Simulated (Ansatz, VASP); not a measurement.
## One calculation of InSb2As3, two programs

File INCAR:

```
PREC     = Accurate       # precision mode
ENCUT    = 600            # plane-wave cutoff, eV
EDIFF    = 1E-7           # SCF threshold, eV
ISMEAR   = 0              # smearing method
SIGMA    = 0.1            # smearing width, eV
LREAL    = False          # projectors in reciprocal space
LASPH    = True           # aspherical terms in the spheres
NELM     = 80             # most SCF steps
ALGO     = Normal         # electronic algorithm
ISIF     = 3              # what is computed and relaxed
LWAVE    = False          # write WAVECAR
LCHARG   = False          # write CHGCAR
GGA      = PE             # functional
IBRION   = 2              # ionic algorithm
NSW      = 90             # ionic steps
EDIFFG   = -0.04          # ionic threshold
```

KPOINTS

```
regular mesh
0
Gamma
  4 4 4
```

POSCAR

```
InSb2As3
1.0
    0.0000000000      5.3750930900      5.3750930900
    5.3750930900      0.0000000000      5.3750930900
    5.3750930900      5.3750930900      0.0000000000
In Sb As
2 4 6
Direct
    0.0000000000      0.0000000000      0.0000000000
    0.2500000000      0.2500000000      0.2500000000
    0.6250000000      0.6250000000      0.6250000000
    0.6250000000      0.6250000000      0.1250000000
    0.6250000000      0.1250000000      0.6250000000
    0.1250000000      0.6250000000      0.6250000000
    0.1250000000      0.1250000000      0.1250000000
    0.1250000000      0.1250000000      0.6250000000
    0.1250000000      0.6250000000      0.1250000000
    0.6250000000      0.1250000000      0.1250000000
    0.7500000000      0.7500000000      0.7500000000
    0.5000000000      0.5000000000      0.5000000000
```

Input for Ansatz:

```yaml
crystal:
  lattice:
    - [0.0, 5.37509309, 5.37509309]
    - [5.37509309, 0.0, 5.37509309]
    - [5.37509309, 5.37509309, 0.0]
  atoms:
    - { symbol: In, position: [0.0, 0.0, 0.0] }
    - { symbol: In, position: [0.25, 0.25, 0.25] }
    - { symbol: Sb, position: [0.625, 0.625, 0.625] }
    - { symbol: Sb, position: [0.625, 0.625, 0.125] }
    - { symbol: Sb, position: [0.625, 0.125, 0.625] }
    - { symbol: Sb, position: [0.125, 0.625, 0.625] }
    - { symbol: As, position: [0.125, 0.125, 0.125] }
    - { symbol: As, position: [0.125, 0.125, 0.625] }
    - { symbol: As, position: [0.125, 0.625, 0.125] }
    - { symbol: As, position: [0.625, 0.125, 0.125] }
    - { symbol: As, position: [0.75, 0.75, 0.75] }
    - { symbol: As, position: [0.5, 0.5, 0.5] }
basis:
  ecutwfc: 420
kpoints:
  mp_grid: { grid: [4, 4, 4] }
hamiltonian:
  xc: pbe
scf:
  occupations: { method: gaussian, width: 0.1 }
  lower_state_search: "off"
output:
  forces: true
  stress: true
  eigenvalues: true
relax:
  adjacent_minimum: "off"
  f_tol: 0.04
  max_steps: 70
  cell: { stress_tol: 0.4 }
```

Alike in both runs: task relaxation of cell and atoms; functional PBE; k mesh 4 × 4 × 4; occupations gaussian, width 0.1 eV; no spin polarisation.

```csv
,VASP,Ansatz
version,VASP 6.6.1,Ansatz 0.2.0
potentials or method,"VASP PAW PBE potentials, release 64 (In_d, Sb, As), cutoff 600 eV","scalar-relativistic, plane waves, PAW"
valence electrons in the cell,76,176
```

Ansatz gave:

* gap on the k mesh at the Fermi level, each at its own relaxed structure (eV): none
* relaxed volume (Å³/atom): 36.34
* relaxed cell length with the largest relative difference (Å): 8.512

**Question.** Estimate VASP's values.

**Answer.** gap on the k mesh at the Fermi level, each at its own relaxed structure (eV): none; relaxed volume (Å³/atom): 36.58; relaxed cell length with the largest relative difference (Å): 8.531.

A gap of «none» marks a metal or a gap that the smearing closes. VASP's potentials hold 76 valence electrons a cell and Ansatz's 176, so a difference there can come from the potentials and not from the codes.

Spin-orbit coupling is off throughout. Noted on VASP's run: the volume moved by over 15 % at a fixed basis, so the end points are rough.
